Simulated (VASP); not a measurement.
Input of a VASP 6.6.1 run:

Contents of INCAR:

```
PREC = Accurate ; ENCUT = 520
EDIFF = 1E-6 ; ISMEAR = -1
SIGMA = 0.05 ; LREAL = False
LASPH = True ; NELM = 100
ALGO = Normal ; ISIF = 2
LWAVE = False ; LCHARG = False
GGA = PE ; NBANDS = 30
```

KPOINTS

```
regular mesh
0
Gamma
  4 4 4
```

The input POSCAR:

```
CsPbCl3
1.0
    5.6050000000      0.0000000000      0.0000000000
    0.0000000000      5.6050000000      0.0000000000
    0.0000000000      0.0000000000      5.6050000000
Pb Cs Cl
1 1 3
Direct
    0.5000000000      0.5000000000      0.5000000000
    0.0000000000      0.0000000000      0.0000000000
    0.5000000000      0.0000000000      0.5000000000
    0.0000000000      0.5000000000      0.5000000000
    0.5000000000      0.5000000000      0.0000000000
```

Potentials or basis: VASP PAW PBE potentials, release 64 (Pb_d, Cs_sv, Cl).

Launch:

```bash
$ cat potpaw_PBE.64/Pb_d/POTCAR potpaw_PBE.64/Cs_sv/POTCAR potpaw_PBE.64/Cl/POTCAR > POTCAR
$ mpirun -np 1 vasp_std > vasp.out
```

Predict the band gap on the k mesh.

1.94 eV, direct.

Estimate the pressure.

1.8 GPa.

Caveat: spin-orbit coupling is left out, which moves the levels of the heavy elements. A k mesh can miss the band edges.
